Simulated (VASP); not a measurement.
# AlNi in VASP: a series of runs

AlNi is run at these levels: PBEsol; tasks: single point, relaxation of cell and atoms.

Program: VASP 6.6.1. These are calculated values, not measurements. Logs are shortened: lines on timing, memory, paths and dates and some standing lists are left out, and cuts for length are marked.

## 1. The cell of the first run

The typed cell holds 2 atoms: a = 2.862 Å, b = 2.862 Å, c = 2.862 Å, α = 90.00°, β = 90.00°, γ = 90.00°.

## 2. Single point, PBEsol (atoms moved at random)

Input file INCAR:

```
PREC = Accurate
ENCUT = 600
EDIFF = 1E-6
ISMEAR = 0
SIGMA = 0.15
LREAL = False
LASPH = True
NELM = 120
ALGO = Normal
ISIF = 2
LWAVE = False
LCHARG = False
GGA = PS
NBANDS = 14
GGA_COMPAT = False
```

Input file KPOINTS:

```
Automatic mesh
0
Gamma
  12 12 12
```

Input file POSCAR:

```
AlNi
1.0
    2.8621655516      0.0000000000      0.0000000000
    0.0000000000      2.8621655516      0.0000000000
    0.0000000000      0.0000000000      2.8621655516
Al Ni
1 1
Direct
    0.0015672631      0.0065713138      0.0102629853
    0.4984327369      0.4934286862      0.4897370147
```

Potentials or basis: VASP PAW PBE potentials, release 64 (Al, Ni).

Run with:

```console
cat potpaw_PBE.64/Al/POTCAR potpaw_PBE.64/Ni/POTCAR > POTCAR
mpirun -np 1 vasp_std > vasp.out
```

OUTCAR:

```text
PREC = Accurate
   ENCUT = 600
   EDIFF = 1E-6
   ISMEAR = 0
   LREAL = False
   LASPH = True
   NELM = 120
   ISIF = 2
   GGA = PS

 ion  position               nearest neighbor table
   1  0.002  0.007  0.010-   2 2.42   2 2.43   2 2.46   2 2.47   2 2.49   2 2.50   2 2.53   2 2.54

   2  0.498  0.493  0.490-   1 2.42   1 2.43   1 2.46   1 2.47   1 2.49   1 2.50   1 2.53   1 2.54

  LATTYP: Found a simple cubic cell.
 ALAT       =     2.8621655516

  Lattice vectors:

 A1 = (   2.8621655516,   0.0000000000,   0.0000000000)
 A2 = (   0.0000000000,   2.8621655516,   0.0000000000)
 A3 = (   0.0000000000,   0.0000000000,   2.8621655516)

Analysis of symmetry for initial positions (statically):
=====================================================================
 Subroutine PRICEL returns:
 Original cell was already a primitive cell.

 Routine SETGRP: Setting up the symmetry group for a
 simple cubic supercell.

 Subroutine GETGRP returns: Found  1 space group operations
 (whereof  1 operations were pure point group operations)
 out of a pool of 48 trial point group operations.

The static configuration has the point symmetry C_1 .

Analysis of symmetry for dynamics (positions and initial velocities):
=====================================================================
 Subroutine PRICEL returns:
 Original cell was already a primitive cell.

 Routine SETGRP: Setting up the symmetry group for a
 simple cubic supercell.

 Subroutine GETGRP returns: Found  1 space group operations
 (whereof  1 operations were pure point group operations)
 out of a pool of 48 trial point group operations.

The dynamic configuration has the point symmetry C_1 .

 Subroutine INISYM returns: Found  1 space group operations
 (whereof  1 operations are pure point group operations),
 and found     1 'primitive' translations

----------------------------------------------------------------------------------------

                                     Primitive cell

  volume of cell :      23.4468

  direct lattice vectors                    reciprocal lattice vectors
     2.862165552  0.000000000  0.000000000     0.349385800  0.000000000  0.000000000
     0.000000000  2.862165552  0.000000000     0.000000000  0.349385800  0.000000000
     0.000000000  0.000000000  2.862165552     0.000000000  0.000000000  0.349385800

  length of vectors
     2.862165552  2.862165552  2.862165552     0.349385800  0.349385800  0.349385800

  position of ions in fractional coordinates (direct lattice)
     0.001567263  0.006571314  0.010262985
     0.498432737  0.493428686  0.489737015

  ion indices of the primitive-cell ions
   primitive index   ion index
                 1           1
                 2           2

----------------------------------------------------------------------------------------

 KPOINTS: Automatic mesh

Automatic generation of k-mesh.
 Grid dimensions read from file:
 generate k-points for:   12   12   12

 Generating k-lattice:

  Cartesian coordinates                     Fractional coordinates (reciprocal lattice)
     0.029115483  0.000000000  0.000000000     0.083333333  0.000000000  0.000000000
     0.000000000  0.029115483  0.000000000     0.000000000  0.083333333  0.000000000
     0.000000000  0.000000000  0.029115483     0.000000000  0.000000000  0.083333333

  Length of vectors
     0.029115483  0.029115483  0.029115483

  Shift w.r.t. Gamma in fractional coordinates (k-lattice)
     0.000000000  0.000000000  0.000000000

 Subroutine IBZKPT returns following result:
 ===========================================

 Found    868 irreducible k-points:

 Following reciprocal coordinates:
            Coordinates               Weight
  0.000000  0.000000  0.000000      1.000000
  0.083333  0.000000  0.000000      2.000000
  0.000000  0.083333  0.000000      2.000000
  0.000000  0.000000  0.083333      2.000000
  0.166667  0.000000  0.000000      2.000000
  0.000000  0.166667  0.000000      2.000000
[... 16 lines left out ...]
 -0.083333  0.083333  0.000000      2.000000
 -0.083333  0.000000  0.083333      2.000000
 [... further k-points ...]
   k-points           NKPTS =    868   k-points in BZ     NKDIM =    868   number of bands    NBANDS=     14
   number of dos      NEDOS =    301   number of ions     NIONS =      2
   total plane-waves  NPLWV =  13824
   dimension x,y,z NGX =    24 NGY =   24 NGZ =   24
   dimension x,y,z NGXF=    48 NGYF=   48 NGZF=   48
   ions per type =               1   1
   NGX,Y,Z   is equivalent  to a cutoff of  13.94, 13.94, 13.94 a.u.
   NGXF,Y,Z  is equivalent  to a cutoff of  27.88, 27.88, 27.88 a.u.
 SYSTEM =  unknown system
   PREC   = accura    normal or accurate (medium, high low for compatibility)
   ISTART =      0    job   : 0-new  1-cont  2-samecut
   ICHARG =      2    charge: 1-file 2-atom 10-const
   ISPIN  =      1    spin polarized calculation?
   LNONCOLLINEAR =      F non collinear calculations
   LSORBIT =      F    spin-orbit coupling
   LASPH  =      T    aspherical Exc in radial PAW
   ENCUT  =  600.0 eV  44.10 Ry    6.64 a.u.   5.72  5.72  5.72*2*pi/ulx,y,z
   NELM   =    120;   NELMIN=  2; NELMDL= -5     # of ELM steps
   EDIFF  = 0.1E-05   stopping-criterion for ELM
   LREAL  =      F    real-space projection
   EDIFFG = 0.1E-04   stopping-criterion for IOM
   NSW    =      0    number of steps for IOM
   IBRION =     -1    ionic relax: 0-MD 1-quasi-New 2-CG
   NFREE  =      0    steps in history (QN), initial steepest desc. (CG)
   ISIF   =      2    stress and relaxation
   ISYM   =      2    0-nonsym 1-usesym 2-fastsym
   POTIM  = 0.5000    time-step for ionic-motion
   TEBEG  =    0.0;   TEEND  =   0.0 temperature during run
   PSTRESS=    0.0 pullay stress
   NELECT =      13.0000    total number of electrons
   NUPDOWN=      -1.0000    fix difference up-down
   EMIN   =  10.00;   EMAX   =-10.00  energy-range for DOS
   EFERMI =   0.00;   METHOD = LEGACY
   ISMEAR =     0;   SIGMA  =   0.15  broadening in eV -4-tet -1-fermi 0-gaus
   EFERMI_NEDOS =   21; number of points for ismear=-14 and -15
   IALGO  =     38    algorithm
   IMIX   =      4    mixing-type and parameters
     AMIX     =   0.40;   BMIX     =  1.00
     AMIX_MAG =   1.60;   BMIX_MAG =  1.00
  volume/ion in A,a.u.               =      11.72        79.11
  Fermi-wavevector in a.u.,A,eV,Ry     =   1.344914  2.541519 24.610134  1.808794
  Thomas-Fermi vector in A             =   2.472869
   LORBIT       =      0    0 simple, 1 ext, 2 COOP (PROOUT), +10 PAW based schemes
   GGA     = PS    functional components
   LHFCALC =     F    Hartree Fock is set to
   AEXX    =    0.0000 exact exchange contribution
   IVDW    =     0    specifies the selected vdW correction
   LEPSILON=     F    determine dielectric tensor
   LRPA    =     F    only Hartree local field effects (RPA)
 non-spin polarized calculation
 Gauss-broadening in eV      SIGMA  =   0.15
  energy-cutoff  :      600.00
  volume of cell :       23.45
 maximum number of plane-waves:       804
   NGX = 11   NGY = 11   NGZ = 11

 number of electron      12.9999998 magnetization

 Free energy of the ion-electron system (eV)
  ---------------------------------------------------
  ext. energy  EPLUGINS =         0.00000000
  ---------------------------------------------------
  free energy    TOTEN  =       -11.57347524 eV

  energy without entropy =      -11.56371298  energy(sigma->0) =      -11.56859411

 E-fermi :  10.1915     XC(G=0): -12.2606

 val. band max:       10.1818844760   @ k =   0.5000  -0.3333   0.4167
 cond. band min:      10.2047577868   @ k =  -0.3333   0.0000   0.1667
 fundamental gap:      0.0228733108
 Fermi energy:        10.1915069642

 k-point     1 :       0.0000    0.0000    0.0000
  band No.  band energies     occupation
      1      -1.1168      2.00000
      2       6.8180      2.00000
      3       6.8212      2.00000
      4       8.5652      2.00000
      5       8.5715      2.00000
      6       8.5725      2.00000
      7      15.7349      0.00000
      8      15.7397      0.00000
      9      15.7475      0.00000
     10      18.3744      0.00000
     11      18.3767      0.00000
     12      24.2053      0.00000
     13      31.2381      0.00000
     14      31.2589      0.00000

 k-point     2 :       0.0833    0.0000    0.0000
  band No.  band energies     occupation
      1      -0.9870      2.00000
      2       6.8087      2.00000
      3       6.8516      2.00000
      4       8.5086      2.00000
      5       8.5157      2.00000
      6       8.5777      2.00000
      7      14.4871      0.00000
      8      15.9063      0.00000
      9      15.9247      0.00000
     10      18.3823      0.00000
     11      19.4890      0.00000
     12      24.6563      0.00000
     13      29.9141      0.00000
     14      29.9463      0.00000

 k-point     3 :       0.0000    0.0833    0.0000
  band No.  band energies     occupation
      1      -0.9871      2.00000
      2       6.8097      2.00000
      3       6.8506      2.00000
      4       8.5106      2.00000
      5       8.5150      2.00000
      6       8.5764      2.00000
      7      14.4887      0.00000
      8      15.9104      0.00000
      9      15.9180      0.00000
     10      18.3816      0.00000
     11      19.4917      0.00000
     12      24.6555      0.00000
     13      29.9203      0.00000
     14      29.9326      0.00000
[... 324 lines left out ...]
 k-point    23 :      -0.0833    0.0833    0.0000
  band No.  band energies     occupation
      1      -0.8578      2.00000
      2       6.8252      2.00000
      3       6.8604      2.00000
      4       8.4491      2.00000
      5       8.5079      2.00000
      6       8.5342      2.00000
      7      14.4163      0.00000
      8      14.8808      0.00000
      9      16.0953      0.00000
     10      18.9532      0.00000
     11      20.1118      0.00000
     12      25.0486      0.00000
     13      28.5202      0.00000
     14      29.8989      0.00000

 k-point    24 :      -0.0833    0.0000    0.0833
  band No.  band energies     occupation
      1      -0.8579      2.00000
      2       6.8269      2.00000
      3       6.8586      2.00000
      4       8.4516      2.00000
      5       8.5064      2.00000
      6       8.5333      2.00000
      7      14.4116      0.00000
      8      14.8914      0.00000
      9      16.0864      0.00000
     10      18.9567      0.00000
     11      20.1123      0.00000
     12      25.0473      0.00000
     13      28.5191      0.00000
     14      29.9081      0.00000

 [... further k-points ...]

------------------------ aborting loop because EDIFF is reached ----------------------------------------

  FORCE on cell =-STRESS in cart. coord.  units (eV):
  Direction    XX          YY          ZZ          XY          YZ          ZX
  --------------------------------------------------------------------------------------
  -------------------------------------------------------------------------------------
  Total        0.0843234      0.0731282      0.0567043      0.0077252      0.0497599      0.0119299
  in kB        5.7620138      4.9970225      3.8747347      0.5278824      3.4002082      0.8152014
  external PRESSURE =       4.8779237 kB  Pullay stress =       0.0000000 kB

 VOLUME and BASIS-vectors are now :
 -----------------------------------------------------------------------------
  energy-cutoff  :      600.00
  volume of cell :       23.45
      direct lattice vectors                 reciprocal lattice vectors
     2.862165552  0.000000000  0.000000000     0.349385800  0.000000000  0.000000000
     0.000000000  2.862165552  0.000000000     0.000000000  0.349385800  0.000000000
     0.000000000  0.000000000  2.862165552     0.000000000  0.000000000  0.349385800

 POSITION                                       TOTAL-FORCE (eV/Angst)
 -----------------------------------------------------------------------------------
      0.00449      0.01881      0.02937        -0.056903     -0.237437     -0.368188
      1.42660      1.41227      1.40171         0.056903      0.237437      0.368188
 -----------------------------------------------------------------------------------
    total drift:                                0.000096      0.000217      0.000027

  FREE ENERGIE OF THE ION-ELECTRON SYSTEM (eV)
  ---------------------------------------------------
  free  energy   TOTEN  =       -11.5734752418 eV

  energy  without entropy=      -11.5637129813  energy(sigma->0) =      -11.56859411
```

Run time: 3.2 min. Hardware: 1 thread of Oxide Virtual Turin-like, shared host; peak memory 0.41 GiB.

What came out:

```
Free energy            : -11.5735 eV
Pressure               : 0.5 GPa
Largest force          : 0.442 eV/Å
Band gap on the k mesh : zero (an odd number of electrons rules out a gap without spin polarisation)
```

Forces in eV/Å, atoms in the order of the input:
```
Al  -0.057 -0.237 -0.368
Ni   0.057  0.237  0.368
```

Caveat: the cell differs from its parent crystal (atoms moved at random); the PAW data sets were made with another functional, which shifts forces and pressure a little. Spin polarisation is off, so any magnetic state and its effect on volume and gap are missing.

## 3. Single point, PBEsol

Input file INCAR:

```
PREC = Accurate ; ENCUT = 600
EDIFF = 1E-6 ; ISMEAR = 0
SIGMA = 0.15 ; LREAL = F
LASPH = T ; NELM = 120
ALGO = Normal ; ISIF = 2
LWAVE = F ; LCHARG = F
GGA = PS ; NBANDS = 14
GGA_COMPAT = F
```

Input file KPOINTS:

```
regular mesh
0
Gamma
  12 12 12
```

Input file POSCAR:

```
AlNi
1.0
    2.8624374825     -0.0000010703     -0.0000028556
   -0.0000010703      2.8624994938     -0.0000153952
   -0.0000028556     -0.0000153952      2.8625634471
Al Ni
1 1
Direct
    0.0000000867      0.0000002920      0.0000001330
    0.4999999133      0.4999997080      0.4999998670
```

Potentials or basis: VASP PAW PBE potentials, release 64 (Al, Ni).

Run with:

```console
cat potpaw_PBE.64/Al/POTCAR potpaw_PBE.64/Ni/POTCAR > POTCAR
mpirun -np 1 vasp_std > vasp.out
```

Run time: 2.2 min. Hardware: 1 thread of Oxide Virtual Turin-like, shared host; peak memory 0.29 GiB.

The run converged. Its results:

* Free energy: -11.5890 eV
* Pressure: 0.1 GPa
* Band gap on the k mesh: zero (an odd number of electrons rules out a gap without spin polarisation)

Levels at points of the mesh, in eV from the Fermi level:
| k point | band 4 | band 5 | band 6 | band 7 | band 8 | band 9 | band 10 | band 11 |
| --- | --- | --- | --- | --- | --- | --- | --- | --- |
| (0.00, 0.00, 0.00) | -1.62 | -1.62 | -1.62 | 5.54 | 5.54 | 5.54 | 8.17 | 8.17 |
| (0.50, 0.00, 0.00) | -2.34 | -2.34 | -1.53 | -0.69 | 8.29 | 10.05 | 10.05 | 11.06 |
| (0.00, 0.50, 0.00) | -2.34 | -2.34 | -1.53 | -0.69 | 8.29 | 10.05 | 10.05 | 11.06 |
| (0.50, 0.50, 0.00) | -2.97 | -2.17 | -2.17 | -1.08 | 1.46 | 2.56 | 12.47 | 15.25 |
| (0.00, 0.00, 0.50) | -2.34 | -2.34 | -1.53 | -0.69 | 8.29 | 10.05 | 10.05 | 11.06 |
| (0.50, 0.00, 0.50) | -2.97 | -2.17 | -2.17 | -1.08 | 1.46 | 2.56 | 12.47 | 15.25 |
| (0.00, 0.50, 0.50) | -2.97 | -2.17 | -2.17 | -1.08 | 1.46 | 2.56 | 12.47 | 15.25 |
| (0.50, 0.50, 0.50) | -1.04 | -1.04 | 1.93 | 1.93 | 1.93 | 3.86 | 4.52 | 4.52 |

Caveat: the PAW data sets were made with another functional, which shifts forces and pressure a little.

## 4. Relaxation of cell and atoms, PBEsol

Input file INCAR:

```
SYSTEM = AlNi
  PREC = Accurate
  ENCUT = 600
  EDIFF = 1E-7
  ISMEAR = 0
  SIGMA = 0.15
  LREAL = .False.
  LASPH = .True.
  NELM = 120
  ALGO = Normal
  ISIF = 3
  LWAVE = .False.
  LCHARG = .False.
  GGA = PS
  IBRION = 2
  NSW = 100
  EDIFFG = -0.01
  GGA_COMPAT = .False.
  NELMIN = 4
```

Input file KPOINTS:

```
Automatic mesh
0
Gamma
  12 12 12
  0 0 0
```

Input file POSCAR:

```
AlNi
1.0
    2.8621655516      0.0000000000      0.0000000000
    0.0000000000      2.8621655516      0.0000000000
    0.0000000000      0.0000000000      2.8621655516
Al Ni
1 1
Direct
    0.0015672631      0.0065713138      0.0102629853
    0.4984327369      0.4934286862      0.4897370147
```

Run with:

```console
cat potpaw_PBE.64/Al/POTCAR potpaw_PBE.64/Ni/POTCAR > POTCAR
mpirun -np 1 vasp_std > vasp.out
```

Run time: 8.8 min. Hardware: 1 thread of Oxide Virtual Turin-like, shared host; peak memory 0.38 GiB.

Results (log left out):

```yaml
Free_energy: -11.5890 eV
Relaxed_volume: 11.73 Å³/atom
Relaxed_cell: a = 2.864 Å, b = 2.863 Å, c = 2.862 Å, α = 89.99°, β = 90.00°, γ = 90.00°
Space_group_after_relaxing_to_0.1_Å: Pm-3m (No. 221)
Energy_gained_by_relaxing: 7.8 meV/atom
Ionic_steps: 6
Pressure_after_relaxing: 0.0 GPa
Band_gap_on_the_k_mesh: zero (an odd number of electrons rules out a gap without spin polarisation)
```

Forces on the atoms (eV/Å):
```
Al   0.000  0.002  0.002
Ni   0.000 -0.002 -0.002
```

Step by step:
```tsv
step	energy change (eV)	largest force (eV/Å)	pressure (GPa)	volume (Å³)
1	0.0000	0.4420	0.51	23.45
2	-0.0129	0.1682	-0.70	23.57
3	-0.0146	0.0273	-1.24	23.64
4	-0.0149	0.0321	1.14	23.32
5	-0.0155	0.0046	0.04	23.46
6	-0.0155	0.0027	0.01	23.47
```

Final structure:
```yaml
crystal:
  lattice:
    - [2.86415, 0.00004, 0.00005]
    - [0.00004, 2.86321, 0.00021]
    - [0.00005, 0.00021, 2.86184]
  atoms:
    - { symbol: Al, position: [0.99999, 0.99995, 0.99994] }
    - { symbol: Ni, position: [0.50001, 0.50005, 0.50006] }
```

Levels at points of the mesh, in eV from the Fermi level:
```
           k point  band 4  band 5  band 6  band 7  band 8  band 9  band 10
(0.00, 0.00, 0.00)   -1.62   -1.62   -1.62    5.53    5.54    5.56     8.17
(0.50, 0.00, 0.00)   -2.34   -2.34   -1.52   -0.70    8.29   10.04    10.06
(0.00, 0.50, 0.00)   -2.34   -2.34   -1.52   -0.69    8.29   10.03    10.06
(0.00, 0.00, 0.50)   -2.34   -2.34   -1.53   -0.69    8.29   10.04    10.05
(0.50, 0.50, 0.00)   -2.97   -2.17   -2.16   -1.08    1.46    2.55    12.47
(0.00, 0.50, 0.50)   -2.96   -2.17   -2.17   -1.07    1.46    2.56    12.45
(0.50, 0.00, 0.50)   -2.96   -2.17   -2.17   -1.07    1.46    2.55    12.46
(0.50, 0.50, 0.50)   -1.04   -1.04    1.93    1.93    1.93    3.86     4.52
```

Caveat: the PAW data sets were made with another functional, which shifts forces and pressure a little.

## 5. Summary

| task | cell | gap on the mesh (eV) | pressure (GPa) |
| --- | --- | --- | --- |
| single point | a = 2.862 Å, 2 atoms, atomic positions A | none | 0.5 |
| single point | a = 2.862 Å, 2 atoms, atomic positions B | none | 0.1 |
| relaxation of cell and atoms | relaxed from a = 2.862 Å, 2 atoms, atomic positions A | none | 0.0 |

Alike in all rows: level PBEsol; potentials or basis VASP PAW PBE potentials, release 64 (Al, Ni); no spin polarisation; k mesh 12 × 12 × 12; cutoff (eV) 600; smearing gaussian 0.15 eV.

Caveats: the PAW data sets were made with another functional, which shifts forces and pressure a little.

Absolute energies hang on the potentials; compare differences alone.

The gap in the log of VASP goes by the Fermi energy; the results here count the filled bands.